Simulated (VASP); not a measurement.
A run of VASP 6.6.1 is set up as follows.

INCAR

```
  PREC = Accurate
  ENCUT = 520
  EDIFF = 1E-7
  ISMEAR = -1
  SIGMA = 0.1
  LREAL = F
  LASPH = T
  NELM = 60
  ALGO = Normal
  ISIF = 2
  LWAVE = F
  LCHARG = F
  GGA = PE
  NBANDS = 16
```

The input KPOINTS:

```
Automatic mesh
0
Gamma
  11 11 6
```

POSCAR

```
Rb
1.0
    4.0256466808      0.0000000000      0.0000000000
   -2.0128233404      3.4863122923      0.0000000000
    0.0000000000      0.0000000000      6.5938873331
Rb
2
Direct
    0.3333333333      0.6666666667      0.2500000000
    0.6666666667      0.3333333333      0.7500000000
```

Potentials or basis: VASP PAW PBE potentials, release 64 (Rb_sv).

Launch:

```sh
$ cat potpaw_PBE.64/Rb_sv/POTCAR > POTCAR
$ mpirun -np 1 vasp_std > vasp.out
```

(1) Estimate the band gap on the k mesh.

(2) Predict the pressure.

## Answers

(1) zero (bands 9 and 10 overlap by 2.53 eV).

(2) 6.2 GPa.

Caveat: the cell stands under pressure.
